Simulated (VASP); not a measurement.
Write the native input for VASP 6.6.1 that does the following.

- Task: single point
- Functional: PBE
- Potentials or basis: VASP PAW PBE potentials, release 64 (B, O)
- Cutoff: 520 eV
- k mesh: 16 × 16 × 16
- Occupations: gaussian, width 0.1 eV
- Spin: no spin polarisation
- Dipole correction: no
- Further INCAR settings: ALGO = Normal; EDIFF = 1e-07; NBANDS = 13

The structure of B2O lies in POSCAR:

```
B2O
1.0
    0.0000000000      2.4676923460      2.4676923460
    2.4676923460      0.0000000000      2.4676923460
    2.4676923460      2.4676923460      0.0000000000
B O
2 1
Direct
    0.2500000000      0.2500000000      0.2500000000
    0.7500000000      0.7500000000      0.7500000000
    0.0000000000      0.0000000000      0.0000000000
```

One way to write it, as run:

INCAR

```
  ALGO = Normal
  EDIFF = 1E-7
  ENCUT = 520
  GGA = PE
  ISIF = 2
  ISMEAR = 0
  LASPH = T
  LCHARG = T
  LELF = T
  LREAL = F
  LVHAR = T
  LWAVE = F
  NBANDS = 13
  NELM = 80
  PREC = Accurate
  SIGMA = 0.1
```

KPOINTS

```
k-points
0
Gamma
  16 16 16
```

Potentials or basis: VASP PAW PBE potentials, release 64 (B, O).

The run is started by

```console
$ cat potpaw_PBE.64/B/POTCAR potpaw_PBE.64/O/POTCAR > POTCAR
$ mpirun -np 1 vasp_std > vasp.out
```

Results of the run:

* Pressure: -0.1 GPa
* Band gap on the k mesh: zero (bands 6 and 7 overlap by 1.11 eV)

Wall time 53 s on 1 thread of AMD EPYC 7R13 Processor (Zen 3), with other jobs on the host, peak memory 0.15 GiB.
